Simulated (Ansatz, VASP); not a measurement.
**One calculation of TiAl4Ni3, two programs**

```xyz
8
Lattice="2.8706 0.0000 0.0002 0.0000 2.8711 0.0004 -0.0006 -0.0013 12.7636" Properties=species:S:1:pos:R:3 pbc="T T T"
Ti    1.4353    1.4355    0.0003
Al   -0.0006    2.8700   10.7732
Al   -0.0001    2.8709    1.9912
Al    2.8703   -0.0005    4.9193
Al    2.8702   -0.0008    7.8448
Ni    1.4351    1.4352    3.4636
Ni    1.4350    1.4349    6.3821
Ni    1.4348    1.4346    9.3006
```

Change from the starting cell: cell x1, atoms moved at random (sigma 0.15 Å) and cell strained at random (1.5 %), then relaxed without symmetry.

Alike in both runs: functional PBE; k mesh 8 × 8 × 2; occupations gaussian, width 0.2 eV; no spin polarisation.

Ansatz relaxed the structure, and its values are those at the end. VASP's run is a single point on that final structure, the one shown.

|  | VASP | Ansatz |
| --- | --- | --- |
| version | VASP 6.6.1 | Ansatz 0.2.0 |
| potentials or method | VASP PAW PBE potentials, release 64 (Ti_sv, Al, Ni), cutoff 520 eV | scalar-relativistic, plane waves, PAW |
| valence electrons in the cell | 54 | 78 |

|  | VASP | Ansatz | Ansatz less VASP |
| --- | --- | --- | --- |
| gap on the k mesh at the Fermi level (eV) | none | none | - |
| pressure (GPa) | -0.1 | 0.0 | +0.06 |

A gap of «none» marks a metal or a gap that the smearing closes. The functional is the same, so the differences come from potentials, cutoffs and numerics. VASP's potentials hold 54 valence electrons a cell and Ansatz's 78, so a difference there can come from the potentials and not from the codes.
